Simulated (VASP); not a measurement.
GaN, 4 atoms in the cell. It takes space group P6_3mc (No. 186, hexagonal). Conventional cell: a = 3.176 Å, b = 3.176 Å, c = 5.173 Å, α = 90.00°, β = 90.00°, γ = 120.00°. Within 2.6 Å of Ga (site symmetry 3m) lie 4 N at 1.94 to 1.95 Å. Within 2.6 Å of N (site symmetry 3m) lie 4 Ga at 1.94 to 1.95 Å. 

- Program: VASP 6.6.1
- Task: single point
- Functional: r2SCAN
- Dispersion: rVV10
- Potentials or basis: VASP PAW PBE potentials, release 64 (Ga_d, N)
- Cutoff: 520 eV
- k mesh: 12 × 12 × 6
- Occupations: fermi-dirac, width 0.03 eV
- Spin: no spin polarisation
- Dipole correction: no
- Further INCAR settings: ALGO = Normal; EDIFF = 1e-06; NBANDS = 26

Potentials or basis: VASP PAW PBE potentials, release 64 (Ga_d, N).

Command:

```console
$ cat potpaw_PBE.64/Ga_d/POTCAR potpaw_PBE.64/N/POTCAR > POTCAR
$ cp INCAR.step1 INCAR
$ mpirun -np 1 vasp_std > vasp.out
$ cp INCAR.step2 INCAR
$ mpirun -np 1 vasp_std > vasp.out
```

Hardware: 1 thread of AMD EPYC 7R13 Processor (Zen 3), on a shared host.

Q: Estimate the wall time of this run.

A: Wall time 5.5 min on 1 thread of AMD EPYC 7R13 Processor (Zen 3) (shared host), peak memory 0.29 GiB. Counts: k points 76.
